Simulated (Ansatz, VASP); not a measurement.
## One calculation of LiNb16, two programs

```xyz
17
Lattice="6.6000 0.0000 0.0000 0.0000 6.6000 0.0000 0.0000 0.0000 6.6000" Properties=species:S:1:pos:R:3 pbc="T T T"
Nb   -0.0627   -0.0235   -0.0018
Nb    3.1132    0.2530   -0.0021
Nb   -0.0638    3.3330   -0.0017
Nb    0.0818    0.0300    3.2983
Nb    1.5661    1.6543    1.6741
Nb    3.1150    3.0568   -0.0017
Nb    3.3403    0.0195    3.2982
Nb    4.9073    1.6544    1.6637
Nb    0.0822    3.2780    3.2983
Nb    1.7114    4.9542    1.6200
Nb    1.5660    1.6543    4.9222
Nb    3.3407    3.2886    3.2982
Nb    5.1339    4.9536    1.8965
Nb    4.9073    1.6544    4.9327
Nb    1.7112    4.9543    4.9764
Nb    5.1337    4.9540    4.7002
Li    4.1242    4.9564   -0.0015
```

Alike in both runs: functional PBEsol; k mesh 3 × 3 × 3; occupations fermi-dirac, width 0.05 eV; no spin polarisation.

Ansatz relaxed the structure, and its values are those at the end. VASP's run is a single point on that final structure, the one shown.

|  | VASP | Ansatz |
| --- | --- | --- |
| version | VASP 6.6.1 | Ansatz 0.2.0 |
| potentials or method | VASP PAW PBE potentials, release 64 (Nb_sv, Li_sv), cutoff 520 eV | scalar-relativistic, plane waves, PAW |
| valence electrons in the cell | 211 | 211 |

|  | VASP | Ansatz | Ansatz less VASP |
| --- | --- | --- | --- |
| rms of the force components (eV/Å) | 0.012 | 0.012 | +0.0003 |

VASP's potentials were made for PBE, not for PBEsol. The functional is the same, so the differences come from potentials, cutoffs and numerics.

Noted on VASP's run: the cutoff is under 1.25 times that of the potentials, so the pressure is a little rough.
